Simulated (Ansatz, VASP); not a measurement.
One calculation of Mn, two programs

```
Mn
1.0
    -1.39505    1.39505    1.39505
     1.39505   -1.39505    1.39505
     1.39505    1.39505   -1.39505
Mn
1
Direct
  0.00000 0.00000 0.00000
```

Alike in both runs: functional PBE; k mesh 8 × 8 × 8; occupations gaussian, width 0.1 eV; collinear spin.

Ansatz relaxed the structure, and its values are those at the end. VASP's run is a single point on that final structure, the one shown.

|  | VASP | Ansatz |
| --- | --- | --- |
| version | VASP 6.6.1 | Ansatz 0.2.0 |
| potentials or method | VASP PAW PBE potentials, release 64 (Mn_pv), cutoff 500 eV | scalar-relativistic, plane waves, PAW |
| valence electrons in the cell | 13 | 15 |

|  | VASP | Ansatz | Ansatz less VASP |
| --- | --- | --- | --- |
| gap on the k mesh at the Fermi level (eV) | none | none | - |
| pressure (GPa) | -0.1 | 0.0 | +0.11 |
| net moment per atom (μB) | 0.70 | 0.70 | -0.007 |
| size of the moment on the site where the two differ most (μB) | 0.71 | 0.70 | -0.009 |

Site moments also hang on the region over which each program counts them. A gap of «none» marks a metal or a gap that the smearing closes. With one functional, cell and mesh, what is left measures potentials, basis and numerics. VASP's potentials hold 13 valence electrons a cell and Ansatz's 15, so a difference there can come from the potentials and not from the codes.

The k mesh is coarse, so the values compare programs but aren't converged.
